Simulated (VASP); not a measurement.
Sb:

```
Sb
1.0
     3.09549    0.00000    0.00000
     0.00000    3.09549    0.00000
     0.00000    0.00000    3.09549
Sb
1
Direct
  0.00000 0.00000 0.00000
```

This cell differs from its parent crystal: volume scaled by 0.94.

Base run:

```yaml
Program: VASP 6.6.1
Functional: PBE
Potentials_or_basis: VASP PAW PBE potentials, release 64 (Sb)
Cutoff: 520 eV
k_mesh: 8 × 8 × 8
Occupations: fermi-dirac, width 0.05 eV
Spin: no spin polarisation
```

Its results: pressure 1.1 GPa.

Problem. After a change of settings the same cell gave: pressure -1.5 GPa. Which change was it?
A. functional from PBE to PBEsol
B. functional from PBE to LDA; potentials or basis from VASP PAW PBE potentials, release 64 (Sb) to VASP PAW LDA potentials, release 64 (Sb)
C. functional from PBE to r2SCAN; further incar settings from ALGO = Normal; EDIFF = 1e-06; NBANDS = 8 to ALGO = Normal; EDIFF = 1e-07; NBANDS = 8
D. functional from PBE to r2SCAN

Solution. A.

PBEsol binds more tightly than PBE, so the same cell stands under less pressure.

Caveats: the PAW data sets were made with another functional, which shifts forces and pressure a little (some runs).
